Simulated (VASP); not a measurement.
# W (Im-3m) in VASP: settings compared, part 2 of 3

VASP 6.6.1.

## (3) Single point, RPBE

Input file INCAR:

```
SYSTEM = W
  PREC = Accurate
  ENCUT = 520
  EDIFF = 1E-6
  ISMEAR = -1
  SIGMA = 0.27211386245988
  LREAL = .False.
  LASPH = .True.
  NELM = 60
  ALGO = Normal
  ISIF = 2
  LWAVE = .False.
  LCHARG = .False.
  GGA = RP
  NBANDS = 13
```

Input file KPOINTS:

```
regular mesh
0
Gamma
  6 6 6
  0 0 0
```

Input file POSCAR:

```
W
1.0
   -1.5851577801      1.5851577801      1.5851577801
    1.5851577801     -1.5851577801      1.5851577801
    1.5851577801      1.5851577801     -1.5851577801
W
1
Direct
    0.0000000000      0.0000000000      0.0000000000
```

Potentials or basis: VASP PAW PBE potentials, release 64 (W_sv).

On the command line:

```sh
$ cat potpaw_PBE.64/W_sv/POTCAR > POTCAR
$ mpirun -np 1 vasp_std > vasp.out
```

OUTCAR:

```text
SYSTEM = W
   PREC = Accurate
   ENCUT = 520
   EDIFF = 1E-6
   ISMEAR = -1
   LREAL = .False.
   LASPH = .True.
   NELM = 60
   ISIF = 2
   GGA = RP

 ion  position               nearest neighbor table
   1  0.000  0.000  0.000-

  LATTYP: Found a body centered cubic cell.
 ALAT       =     3.1703155602

  Lattice vectors:

 A1 = (  -1.5851577801,   1.5851577801,   1.5851577801)
[... 423 lines left out ...]
     10      19.6423      0.00000
     11      19.6423      0.00000
     12      19.6423      0.00000
     13      27.6052      0.00000

------------------------ aborting loop because EDIFF is reached ----------------------------------------

  FORCE on cell =-STRESS in cart. coord.  units (eV):
  Direction    XX          YY          ZZ          XY          YZ          ZX
  --------------------------------------------------------------------------------------
  -------------------------------------------------------------------------------------
  Total        0.6943441      0.6943441      0.6943441      0.0000000      0.0000000     -0.0000000
  in kB       69.8245060     69.8245060     69.8245060      0.0000000      0.0000000     -0.0000000
  external PRESSURE =      69.8245060 kB  Pullay stress =       0.0000000 kB

 VOLUME and BASIS-vectors are now :
 -----------------------------------------------------------------------------
  energy-cutoff  :      520.00
  volume of cell :       15.93
      direct lattice vectors                 reciprocal lattice vectors
    -1.585157780  1.585157780  1.585157780     0.000000000  0.315426014  0.315426014
     1.585157780 -1.585157780  1.585157780     0.315426014  0.000000000  0.315426014
     1.585157780  1.585157780 -1.585157780     0.315426014  0.315426014  0.000000000

 POSITION                                       TOTAL-FORCE (eV/Angst)
 -----------------------------------------------------------------------------------
      0.00000      0.00000      0.00000         0.000000     -0.000000      0.000000
 -----------------------------------------------------------------------------------
    total drift:                                0.000000     -0.000000      0.000000

  FREE ENERGIE OF THE ION-ELECTRON SYSTEM (eV)
  ---------------------------------------------------
  free  energy   TOTEN  =       -12.5003930242 eV

  energy  without entropy=      -12.3893459649  energy(sigma->0) =      -12.44486949
```

stdout:

```text
POSCAR found type information on POSCAR W
 POSCAR found :  1 types and       1 ions
 scaLAPACK will be used
 -----------------------------------------------------------------------------
|                                                                             |
|                                                                             |
|     You enforced a specific xc type in the INCAR file but a different       |
|     I HOPE YOU KNOW WHAT YOU ARE DOING!                                     |
|                                                                             |
 -----------------------------------------------------------------------------

 LDA part: xc-table for (Slater+PW92), standard interpolation
 POSCAR, INCAR and KPOINTS ok, starting setup
 FFT: planning ... GRIDC
 FFT: planning ... GRID_SOFT
 FFT: planning ... GRID
 WAVECAR not read
 entering main loop
```

It took 3.8 s on 1 thread of Intel Xeon Platinum 8259CL at 2.50GHz (Skylake/Cascade Lake), shared host; peak memory 0.12 GiB.

What came out:

| Property | Result |
| --- | --- |
| Free energy | -12.5004 eV |
| Pressure | 7.0 GPa |
| Band gap on the k mesh | zero (band 7 reaches 16.60 eV, above the bottom of band 8 at 10.25 eV) |

Caveat: the k points lie up to 0.47 Å⁻¹ apart; the PAW data sets were made with another functional, which shifts forces and pressure a little; spin-orbit coupling is left out, which moves the levels of the heavy elements.

## (4) Single point, PBE

Input file INCAR:

```
SYSTEM = W
ALGO = Normal ; EDIFF = 1E-6
ENCUT = 520 ; GGA = PE
ISIF = 2 ; ISMEAR = -1
LASPH = .True. ; LCHARG = .True.
LELF = .True. ; LREAL = .False.
LVHAR = .True. ; LWAVE = .False.
NBANDS = 13 ; NELM = 80
PREC = Accurate ; SIGMA = 0.03
```

Input file KPOINTS:

```
k-points
0
Gamma
  6 6 6
  0 0 0
```

POSCAR is that of step 3.

Potentials or basis: VASP PAW PBE potentials, release 64 (W_sv).

On the command line:

```sh
$ cat potpaw_PBE.64/W_sv/POTCAR > POTCAR
$ mpirun -np 1 vasp_std > vasp.out
```

OUTCAR:

```text
SYSTEM = W
   EDIFF = 1E-6
   ENCUT = 520
   GGA = PE
   ISIF = 2
   ISMEAR = -1
   LASPH = .True.
   LREAL = .False.
   NELM = 80
   PREC = Accurate

 ion  position               nearest neighbor table
   1  0.000  0.000  0.000-

  LATTYP: Found a body centered cubic cell.
 ALAT       =     3.1703155602

  Lattice vectors:

 A1 = (  -1.5851577801,   1.5851577801,   1.5851577801)
 A2 = (   1.5851577801,  -1.5851577801,   1.5851577801)
 A3 = (   1.5851577801,   1.5851577801,  -1.5851577801)

Analysis of symmetry for initial positions (statically):
=====================================================================
 Subroutine PRICEL returns:
 Original cell was already a primitive cell.

 Routine SETGRP: Setting up the symmetry group for a
 body centered cubic supercell.

 Subroutine GETGRP returns: Found 48 space group operations
 (whereof 48 operations were pure point group operations)
 out of a pool of 48 trial point group operations.

The static configuration has the point symmetry O_h .

Analysis of symmetry for dynamics (positions and initial velocities):
=====================================================================
 Subroutine PRICEL returns:
 Original cell was already a primitive cell.

 Routine SETGRP: Setting up the symmetry group for a
 body centered cubic supercell.

 Subroutine GETGRP returns: Found 48 space group operations
 (whereof 48 operations were pure point group operations)
 out of a pool of 48 trial point group operations.

The dynamic configuration has the point symmetry O_h .

 Subroutine INISYM returns: Found 48 space group operations
 (whereof 48 operations are pure point group operations),
 and found     1 'primitive' translations

----------------------------------------------------------------------------------------

                                     Primitive cell

  volume of cell :      15.9323

  direct lattice vectors                    reciprocal lattice vectors
    -1.585157780  1.585157780  1.585157780     0.000000000  0.315426014  0.315426014
     1.585157780 -1.585157780  1.585157780     0.315426014  0.000000000  0.315426014
     1.585157780  1.585157780 -1.585157780     0.315426014  0.315426014  0.000000000

  length of vectors
     2.745573813  2.745573813  2.745573813     0.446079747  0.446079747  0.446079747

  position of ions in fractional coordinates (direct lattice)
     0.000000000  0.000000000  0.000000000

  ion indices of the primitive-cell ions
   primitive index   ion index
                 1           1

----------------------------------------------------------------------------------------

 KPOINTS: k-points

Automatic generation of k-mesh.
 Grid dimensions read from file:
 generate k-points for:    6    6    6

 Generating k-lattice:

  Cartesian coordinates                     Fractional coordinates (reciprocal lattice)
     0.000000000  0.052571002  0.052571002     0.166666667  0.000000000  0.000000000
     0.052571002  0.000000000  0.052571002     0.000000000  0.166666667  0.000000000
     0.052571002  0.052571002  0.000000000     0.000000000  0.000000000  0.166666667

  Length of vectors
     0.074346624  0.074346624  0.074346624

  Shift w.r.t. Gamma in fractional coordinates (k-lattice)
     0.000000000  0.000000000  0.000000000

 Subroutine IBZKPT returns following result:
 ===========================================

 Found     16 irreducible k-points:

 Following reciprocal coordinates:
            Coordinates               Weight
  0.000000  0.000000  0.000000      1.000000
  0.166667  0.000000  0.000000     12.000000
  0.333333  0.000000  0.000000     12.000000
  0.500000  0.000000  0.000000      6.000000
  0.166667  0.166667  0.000000     24.000000
  0.333333  0.166667  0.000000     48.000000
[... 8 lines left out ...]
  0.500000  0.500000  0.333333     12.000000
  0.500000  0.500000  0.500000      1.000000
   k-points           NKPTS =     16   k-points in BZ     NKDIM =     16   number of bands    NBANDS=     13
   number of dos      NEDOS =    301   number of ions     NIONS =      1
   total plane-waves  NPLWV =   8000
   dimension x,y,z NGX =    20 NGY =   20 NGZ =   20
   dimension x,y,z NGXF=    40 NGYF=   40 NGZF=   40
   ions per type =               1
   NGX,Y,Z   is equivalent  to a cutoff of  12.11, 12.11, 12.11 a.u.
   NGXF,Y,Z  is equivalent  to a cutoff of  24.22, 24.22, 24.22 a.u.
 SYSTEM =  W
   PREC   = accura    normal or accurate (medium, high low for compatibility)
   ISTART =      0    job   : 0-new  1-cont  2-samecut
   ICHARG =      2    charge: 1-file 2-atom 10-const
   ISPIN  =      1    spin polarized calculation?
   LNONCOLLINEAR =      F non collinear calculations
   LSORBIT =      F    spin-orbit coupling
   LASPH  =      T    aspherical Exc in radial PAW
   ENCUT  =  520.0 eV  38.22 Ry    6.18 a.u.   5.10  5.10  5.10*2*pi/ulx,y,z
   NELM   =     80;   NELMIN=  2; NELMDL= -5     # of ELM steps
   EDIFF  = 0.1E-05   stopping-criterion for ELM
   LREAL  =      F    real-space projection
   EDIFFG = 0.1E-04   stopping-criterion for IOM
   NSW    =      0    number of steps for IOM
   IBRION =     -1    ionic relax: 0-MD 1-quasi-New 2-CG
   NFREE  =      0    steps in history (QN), initial steepest desc. (CG)
   ISIF   =      2    stress and relaxation
   ISYM   =      2    0-nonsym 1-usesym 2-fastsym
   POTIM  = 0.5000    time-step for ionic-motion
   TEBEG  =    0.0;   TEEND  =   0.0 temperature during run
   PSTRESS=    0.0 pullay stress
   NELECT =      14.0000    total number of electrons
   NUPDOWN=      -1.0000    fix difference up-down
   EMIN   =  10.00;   EMAX   =-10.00  energy-range for DOS
   EFERMI =   0.00;   METHOD = LEGACY
   ISMEAR =    -1;   SIGMA  =   0.03  broadening in eV -4-tet -1-fermi 0-gaus
   EFERMI_NEDOS =   21; number of points for ismear=-14 and -15
   IALGO  =     38    algorithm
   IMIX   =      4    mixing-type and parameters
     AMIX     =   0.40;   BMIX     =  1.00
     AMIX_MAG =   1.60;   BMIX_MAG =  1.00
  volume/ion in A,a.u.               =      15.93       107.52
  Fermi-wavevector in a.u.,A,eV,Ry     =   1.568044  2.963174 33.453504  2.458763
  Thomas-Fermi vector in A             =   2.670134
   LORBIT       =      0    0 simple, 1 ext, 2 COOP (PROOUT), +10 PAW based schemes
   GGA     = PE    functional components
   LHFCALC =     F    Hartree Fock is set to
   AEXX    =    0.0000 exact exchange contribution
   IVDW    =     0    specifies the selected vdW correction
   LEPSILON=     F    determine dielectric tensor
   LRPA    =     F    only Hartree local field effects (RPA)
 non-spin polarized calculation
  energy-cutoff  :      520.00
  volume of cell :       15.93
 maximum number of plane-waves:       438
   NGX = 11   NGY = 11   NGZ = 11

 number of electron      14.0000003 magnetization

 Free energy of the ion-electron system (eV)
  ---------------------------------------------------
  ext. energy  EPLUGINS =         0.00000000
  ---------------------------------------------------
  free energy    TOTEN  =       -12.99936386 eV

  energy without entropy =      -12.99889596  energy(sigma->0) =      -12.99912991

 E-fermi :  11.5733     XC(G=0): -13.6041

 val. band max:       11.4387676317   @ k =   0.1667   0.0000   0.0000
 cond. band min:      11.7195097721   @ k =   0.5000   0.5000   0.1667
 fundamental gap:      0.2807421404
 Fermi energy:        11.5733287147

 k-point     1 :       0.0000    0.0000    0.0000
  band No.  band energies     occupation
      1     -62.7652      2.00000
      2     -26.3397      2.00000
      3     -26.3397      2.00000
      4     -26.3397      2.00000
      5       1.7588      2.00000
      6      10.1748      2.00000
      7      10.1748      2.00000
      8      10.1748      2.00000
      9      13.6420      0.00000
     10      13.6420      0.00000
     11      25.8718      0.00000
     12      25.8718      0.00000
     13      25.8718      0.00000
[... 225 lines left out ...]
 k-point    16 :       0.5000    0.5000    0.5000
  band No.  band energies     occupation
      1     -62.5358      2.00000
      2     -27.2293      2.00000
      3     -27.2293      2.00000
      4     -27.2293      2.00000
      5       5.5834      2.00000
      6       5.5834      2.00000
      7      16.5351      0.00000
      8      16.5351      0.00000
      9      16.5351      0.00000
     10      19.5800      0.00000
     11      19.5800      0.00000
     12      19.5800      0.00000
     13      27.4680      0.00000

------------------------ aborting loop because EDIFF is reached ----------------------------------------

  FORCE on cell =-STRESS in cart. coord.  units (eV):
  Direction    XX          YY          ZZ          XY          YZ          ZX
  --------------------------------------------------------------------------------------
  -------------------------------------------------------------------------------------
  Total        0.2581951      0.2581951      0.2581951      0.0000000     -0.0000000      0.0000000
  in kB       25.9645707     25.9645707     25.9645707      0.0000000     -0.0000000      0.0000000
  external PRESSURE =      25.9645707 kB  Pullay stress =       0.0000000 kB

 VOLUME and BASIS-vectors are now :
 -----------------------------------------------------------------------------
  energy-cutoff  :      520.00
  volume of cell :       15.93
      direct lattice vectors                 reciprocal lattice vectors
    -1.585157780  1.585157780  1.585157780     0.000000000  0.315426014  0.315426014
     1.585157780 -1.585157780  1.585157780     0.315426014  0.000000000  0.315426014
     1.585157780  1.585157780 -1.585157780     0.315426014  0.315426014  0.000000000

 POSITION                                       TOTAL-FORCE (eV/Angst)
 -----------------------------------------------------------------------------------
      0.00000      0.00000      0.00000        -0.000000      0.000000     -0.000000
 -----------------------------------------------------------------------------------
    total drift:                                0.000000     -0.000000      0.000000

  FREE ENERGIE OF THE ION-ELECTRON SYSTEM (eV)
  ---------------------------------------------------
  free  energy   TOTEN  =       -12.9993638601 eV

  energy  without entropy=      -12.9988959610  energy(sigma->0) =      -12.99912991
```

OSZICAR:

```text
N       E                     dE             d eps       ncg     rms          rms(c)
DAV:   1     0.912191539959E+02    0.91219E+02   -0.75705E+03   416   0.122E+03
DAV:   2    -0.118670073582E+02   -0.10309E+03   -0.98656E+02   456   0.329E+02
DAV:   3    -0.135832760183E+02   -0.17163E+01   -0.17113E+01   476   0.415E+01
DAV:   4    -0.135905277629E+02   -0.72517E-02   -0.72514E-02   436   0.291E+00
DAV:   5    -0.135905873776E+02   -0.59615E-04   -0.59616E-04   476   0.247E-01    0.208E+01
DAV:   6    -0.131144303804E+02    0.47616E+00   -0.40453E-01   441   0.855E+00    0.831E+00
DAV:   7    -0.130035143980E+02    0.11092E+00   -0.17819E-01   451   0.536E+00    0.531E-01
DAV:   8    -0.129993683683E+02    0.41460E-02   -0.30701E-03   431   0.660E-01    0.361E-01
DAV:   9    -0.129993706309E+02   -0.22626E-05   -0.25817E-04   446   0.219E-01    0.540E-02
DAV:  10    -0.129993630830E+02    0.75479E-05   -0.11840E-05   441   0.504E-02    0.191E-02
DAV:  11    -0.129993638601E+02   -0.77707E-06   -0.18449E-07   238   0.507E-03
   1 F= -.12999364E+02 E0= -.12999130E+02  d E =-.467899E-03
```

It took 3.9 s on 1 thread of Intel Xeon Platinum 8259CL at 2.50GHz (Skylake/Cascade Lake), shared host; peak memory 0.12 GiB.

Results:

```yaml
Free_energy: -12.9994 eV
Pressure: 2.6 GPa
Band_gap_on_the_k_mesh: zero (band 7 reaches 16.54 eV, above the bottom of band 8 at 10.17 eV)
```

Caveat: the k points lie up to 0.47 Å⁻¹ apart; spin-orbit coupling is left out, which moves the levels of the heavy elements.

[end of part 2 of 3]
